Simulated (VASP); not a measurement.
Wanted: the native input for a VASP 6.6.1 run.

| Item | Value |
| --- | --- |
| Task | single point |
| Functional | PBEsol |
| Potentials or basis | VASP PAW PBE potentials, release 64 (Cu) |
| Cutoff | 520 eV |
| k mesh | 24 × 24 × 6 |
| Occupations | gaussian, width 0.15 eV |
| Spin | no spin polarisation |
| Dipole correction | no |
| Further INCAR settings | ALGO = Fast; EDIFF = 1e-06; NBANDS = 30 |

The structure of Cu lies in POSCAR:

```
Cu
1.0
    2.5197984285      0.0000000000      0.0000000000
   -1.2598992143      2.0730989789      0.0000000000
    0.0000000000      0.0000000000      8.2352547795
Cu
4
Direct
    0.0000000000      0.0000000000      0.0000000000
    0.3333333333      0.6666666667      0.2500000000
    0.0000000000      0.0000000000      0.5000000000
    0.6666666667      0.3333333333      0.7500000000
```

This cell differs from its parent crystal: strain -0.0500 x Voigt [0, 1, 0, 0, 0, 0].

The input as run:

INCAR

```
PREC = Accurate ; ENCUT = 520
EDIFF = 1E-6 ; ISMEAR = 0
SIGMA = 0.15 ; LREAL = F
LASPH = T ; NELM = 80
ALGO = Fast ; ISIF = 2
LWAVE = F ; LCHARG = F
GGA = PS ; NBANDS = 30
```

KPOINTS

```
regular mesh
0
Gamma
  24 24 6
```

Potentials or basis: VASP PAW PBE potentials, release 64 (Cu).

The run is started by

```bash
$ cat potpaw_PBE.64/Cu/POTCAR > POTCAR
$ mpirun -np 1 vasp_std > vasp.out
```

Results of the run:

```json
{
 "Pressure": "10.9 GPa",
 "Largest force": "0.108 eV/Å",
 "Band gap on the k mesh": "zero (band 22 reaches 12.43 eV, above the bottom of band 23 at 6.75 eV)"
}
```

Caveat: the cell differs from its parent crystal (strain -0.0500 x Voigt [0, 1, 0, 0, 0, 0]); the PAW data sets were made with another functional, which shifts forces and pressure a little.

Run time: 16 min on 1 thread of Oxide Virtual Turin-like Processor, on a shared host, peak memory 0.59 GiB.
